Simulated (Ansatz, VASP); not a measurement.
This is a calculation of Ge for VASP 6.6.1.

The input INCAR:

```
PREC = Accurate
ENCUT = 520
EDIFF = 1E-6
ISMEAR = -1
SIGMA = 0.05
LREAL = F
LASPH = T
NELM = 80
ALGO = Normal
ISIF = 2
LWAVE = F
LCHARG = F
GGA = PS
NBANDS = 36
```

KPOINTS

```
regular mesh
0
Gamma
  8 8 4
```

POSCAR

```
Ge
1.0
    4.0759897844      0.0000000000      0.0000000000
   -2.0379948922      3.5299106989      0.0000000000
    0.0000000000      0.0000000000      6.7288103778
Ge
4
Direct
    0.3333333333      0.6666666667      0.9370987500
    0.6666666667      0.3333333333      0.4370987500
    0.3333333333      0.6666666667      0.5629012500
    0.6666666667      0.3333333333      0.0629012500
```

Potentials or basis: VASP PAW PBE potentials, release 64 (Ge_d).

Command:

```console
$ cat potpaw_PBE.64/Ge_d/POTCAR > POTCAR
$ mpirun -np 1 vasp_std > vasp.out
```

Question: Set up the same calculation for Ansatz 0.2.0. Potentials there: all-electron LAPW, scalar-relativistic.

Answer: As run (the cutoff follows the program's own potentials):

input.yaml

```yaml
crystal:
  lattice:
    - [4.0759897844, 0.0, 0.0]
    - [-2.0379948922, 3.5299106989, 0.0]
    - [0.0, 0.0, 6.7288103778]
  atoms:
    - { symbol: Ge, position: [0.3333333333, 0.6666666667, 0.93709875] }
    - { symbol: Ge, position: [0.6666666667, 0.3333333333, 0.43709875] }
    - { symbol: Ge, position: [0.3333333333, 0.6666666667, 0.56290125] }
    - { symbol: Ge, position: [0.6666666667, 0.3333333333, 0.06290125] }
kpoints:
  mp_grid: { grid: [8, 8, 4] }
scf:
  occupations: { method: fermi_dirac, width: 0.05 }
hamiltonian:
  xc: pbesol
  pseudopotentials: { kind: all_electron, lapw: { basis_error: 0.001 } }
output:
  forces: true
  stress: true
  eigenvalues: true
```

Potentials or basis: all-electron LAPW, scalar-relativistic.

Launch:

```sh
$ ansatz run input.yaml --threads 2 --pin off --max-ram 8192MiB --backend cpu --events-out ev --progress --plain --runs-dir out
```

Both were run:

|  | VASP | Ansatz | Ansatz less VASP |
| --- | --- | --- | --- |
| pressure (GPa) | -3.5 | -3.4 | +0.10 |
| traceless stress, the component that is largest in VASP (GPa) | -0.25 | -0.25 | -0.001 |
| rms of the force components (eV/Å) | 0.011 | 0.011 | +0.0001 |

VASP's potentials were made for PBE, not for PBEsol. Atom by atom the forces differ by 0.000 eV/Å (rms over components). Ansatz ran all-electron here, and VASP with PAW potentials.
